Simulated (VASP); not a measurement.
Set up this calculation in VASP 6.6.1, as the native input.

```yaml
Task: single point
Functional: PBE
Potentials_or_basis: VASP PAW PBE potentials, release 64 (Sr_sv, Ti_sv, O)
Cutoff: 520 eV
k_mesh: 8 × 8 × 8
Occupations: gaussian, width 0.05 eV
Spin: no spin polarisation
Dipole_correction: no
Further_INCAR_settings: ALGO = Normal; EDIFF = 1e-07; NBANDS = 28
```

The structure of SrTiO3 lies in POSCAR:

```
SrTiO3
1.0
    3.9364035669      0.0000000000      0.0000000000
    0.0000000000      3.9364035669      0.0000000000
    0.0000000000      0.0000000000      3.9364035669
Sr Ti O
1 1 3
Direct
    0.0000000000     -0.0269449042     -0.0269449042
    0.5000000000      0.5000000000      0.5000000000
    0.0000000000      0.5000000000      0.5000000000
    0.5000000000      0.0000000000      0.5000000000
    0.5000000000      0.5000000000      0.0000000000
```

This cell differs from its parent crystal: all Sr atoms moved +0.150 Å, as atom 1 towards its neighbour atom 3 (O) at 2.783 Å.

These files were run (other wordings do the same):

INCAR

```
PREC = Accurate
ENCUT = 520
EDIFF = 1E-7
ISMEAR = 0
SIGMA = 0.05
LREAL = F
LASPH = T
NELM = 100
ALGO = Normal
ISIF = 2
LWAVE = F
LCHARG = F
GGA = PE
NBANDS = 28
```

KPOINTS

```
Automatic mesh
0
Gamma
  8 8 8
```

Potentials or basis: VASP PAW PBE potentials, release 64 (Sr_sv, Ti_sv, O).

Command:

```bash
$ cat potpaw_PBE.64/Sr_sv/POTCAR potpaw_PBE.64/Ti_sv/POTCAR potpaw_PBE.64/O/POTCAR > POTCAR
$ mpirun -np 1 vasp_std > vasp.out
```

Results of the run:

```
Pressure               : 1.1 GPa
Largest force          : 0.542 eV/Å
Band gap on the k mesh : 1.80 eV (least direct gap 2.17 eV)
```

Caveat: the cell differs from its parent crystal (all Sr atoms moved +0.150 Å, as atom 1 towards its neighbour atom 3 (O) at 2.783 Å).

Wall time 120 s on 1 thread of Intel(R) Xeon(R) 6975P-C (Granite Rapids), with other jobs on the host, peak memory 0.29 GiB.
